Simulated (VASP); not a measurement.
CuH5, 6 atoms in the cell. It takes space group F-43m (No. 216, cubic). Conventional cell: a = 4.860 Å, b = 4.860 Å, c = 4.860 Å, α = 90.00°, β = 90.00°, γ = 90.00°. Cu (site symmetry -43m) has 16 H at 2.06 to 2.10 Å within 2.7 Å. H (site symmetry 3m) has 3 H at 1.38 Å within 1.8 Å. Within 2.6 Å of H (site symmetry -43m) lie 12 H at 1.99 Å and 4 Cu at 2.10 Å. 

| Quantity | Value |
| --- | --- |
| Program | VASP 6.6.1 |
| Task | single point |
| Functional | PBE |
| Potentials or basis | VASP PAW PBE potentials, release 64 (Cu, H) |
| Cutoff | 520 eV |
| k mesh | 14 × 14 × 14 |
| Occupations | gaussian, width 0.1 eV |
| Spin | no spin polarisation |
| Dipole correction | no |
| Further INCAR settings | ALGO = Normal; EDIFF = 1e-06; NBANDS = 17 |

Potentials or basis: VASP PAW PBE potentials, release 64 (Cu, H).

Command:

```bash
$ cat potpaw_PBE.64/Cu/POTCAR potpaw_PBE.64/H/POTCAR > POTCAR
$ mpirun -np 1 vasp_std > vasp.out
```

Hardware: 1 thread of Intel(R) Xeon(R) Platinum 8259CL CPU @ 2.50GHz (Skylake/Cascade Lake), with other jobs on the host.

Task: Estimate the wall time of this run.

Result: Wall time 52 s on 1 thread of Intel(R) Xeon(R) Platinum 8259CL CPU @ 2.50GHz (Skylake/Cascade Lake) (shared host), peak memory 0.18 GiB. Counts: scf iterations 14, k points 104.
